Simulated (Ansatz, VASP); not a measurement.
**Ba2W3: VASP beside Ansatz**

```
Ba W
1.0
     4.98874    0.00000    0.00000
     0.00000    4.98874    0.00000
     0.00000    0.00000    4.98874
Ba W
2 3
Direct
  0.00000 0.00000 0.00000
  0.50000 0.50000 0.50000
  0.00000 0.50000 0.50000
  0.50000 0.00000 0.50000
  0.50000 0.50000 0.00000
```

Alike in both runs: task single point; functional PBE; k mesh 4 × 4 × 4; occupations gaussian, width 0.1 eV; no spin polarisation.

```csv
,VASP,Ansatz
version,VASP 6.6.1,Ansatz 0.2.0
potentials or method,"VASP PAW PBE potentials, release 64 (Ba_sv, W_sv), cutoff 520 eV","scalar-relativistic, plane waves, PAW"
valence electrons in the cell,62,62
```

|  | VASP | Ansatz | Ansatz less VASP |
| --- | --- | --- | --- |
| gap on the k mesh at the Fermi level (eV) | none | none | - |
| pressure (GPa) | 13.3 | 6.4 | -6.92 |

A gap of «none» marks a metal or a gap that the smearing closes. One of these differences is far larger than is usual between the two programs; its cause wasn't traced. With one functional, cell and mesh, what is left measures potentials, basis and numerics.

Neither program's run includes spin-orbit coupling.
